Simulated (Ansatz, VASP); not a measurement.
## Two plane-wave programs on Si

```xyz
8
Lattice="3.6884 0.0000 0.0000 0.0000 6.1123 0.0000 0.0000 0.0000 6.5918" Properties=species:S:1:pos:R:3 pbc="T T T"
Si    0.4813    3.4585    1.0283
Si    0.4813    5.7099    4.3242
Si    2.3255    0.4023    5.5635
Si    1.3629    5.7099    1.0283
Si    3.2071    0.4023    2.2676
Si    3.2071    2.6538    5.5635
Si    2.3255    2.6538    2.2676
Si    1.3629    3.4585    4.3242
```

Alike in both runs: functional PBE; k mesh 6 × 4 × 4; occupations gaussian, width 0.1 eV; no spin polarisation.

Ansatz relaxed the structure, and its values are those at the end. VASP's run is a single point on that final structure, the one shown.

```csv
,VASP,Ansatz
version,VASP 6.6.1,Ansatz 0.2.0
potentials or method,"VASP PAW PBE potentials, release 64 (Si), cutoff 520 eV","scalar-relativistic, plane waves, PAW"
valence electrons in the cell,32,32
```

Ansatz gave:

| Quantity | Value |
| --- | --- |
| gap on the k mesh at the Fermi level (eV) | none |
| pressure (GPa) | 0.2 |
| rms of the force components (eV/Å) | 0.009 |

Question: Which values does VASP return?

Answer: gap on the k mesh at the Fermi level (eV): none; pressure (GPa): 0.1; rms of the force components (eV/Å): 0.010.

A gap of «none» marks a metal or a gap that the smearing closes.
